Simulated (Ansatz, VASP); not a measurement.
Two plane-wave programs on CdSe

File INCAR:

```
  PREC = Accurate
  ENCUT = 520
  EDIFF = 1E-7
  ISMEAR = 0
  SIGMA = 0.1
  LREAL = F
  LASPH = T
  NELM = 150
  ALGO = Normal
  ISIF = 2
  LWAVE = F
  LCHARG = T
  LDAU = T
  LDAUTYPE = 2
  LDAUL = 2 -1
  LDAUU = 5.9 0
  LDAUJ = 0 0
  LDAUPRINT = 1
  GGA = PE
  LELF = T
  LVHAR = T
  NBANDS = 16
```

The input KPOINTS:

```
Automatic mesh
0
Gamma
  4 4 4
```

The input POSCAR:

```
CdSe
1.0
    0.0000000000      2.8739580000      2.8739580000
    2.8739580000      0.0000000000      2.8739580000
    2.8739580000      2.8739580000      0.0000000000
Cd Se
1 1
Direct
    0.0000000000      0.0000000000      0.0000000000
    0.5000000000      0.5000000000      0.5000000000
```

Input for Ansatz:

```yaml
crystal:
  lattice:
    - [0.0, 2.873958, 2.873958]
    - [2.873958, 0.0, 2.873958]
    - [2.873958, 2.873958, 0.0]
  atoms:
    - { symbol: Cd, position: [0.0, 0.0, 0.0] }
    - { symbol: Se, position: [0.5, 0.5, 0.5] }
basis:
  ecutwfc: 420
kpoints:
  mp_grid: { grid: [4, 4, 4] }
  band_path: { path: [[0, 0, 0], [0.5, 0, 0], [0.5, 0.5, 0.5]], npoints: 8 }
hamiltonian:
  xc: pbe
  hubbard: { sites: [{ species: Cd, l: d, u_eff: 5.9 }] }
scf:
  occupations: { method: gaussian, width: 0.1 }
output:
  forces: true
  stress: true
  eigenvalues: true
```

Alike in both runs: task single point; functional PBE; k mesh 4 × 4 × 4; occupations gaussian, width 0.1 eV; no spin polarisation; Hubbard terms Cd d U = 5.9 eV.

|  | VASP | Ansatz |
| --- | --- | --- |
| version | VASP 6.6.1 | Ansatz 0.2.0 |
| potentials or method | VASP PAW PBE potentials, release 64 (Cd, Se), cutoff 520 eV | scalar-relativistic, plane waves, PAW |
| valence electrons in the cell | 18 | 36 |

Ansatz gave:

```
gap on the k mesh at the Fermi level (eV) : none
pressure (GPa)                            : 0.5
```

Q: Which values does VASP return?

A: gap on the k mesh at the Fermi level (eV): none; pressure (GPa): -0.6.

The programs project onto different local orbitals, so the same U acts differently, and such runs can settle in different states. A gap of «none» marks a metal or a gap that the smearing closes. VASP's potentials hold 18 valence electrons a cell and Ansatz's 36, so a difference there can come from the potentials and not from the codes. Ansatz's warnings: filled band counts differ across k points.

The k mesh is coarse, so the values compare programs but aren't converged.
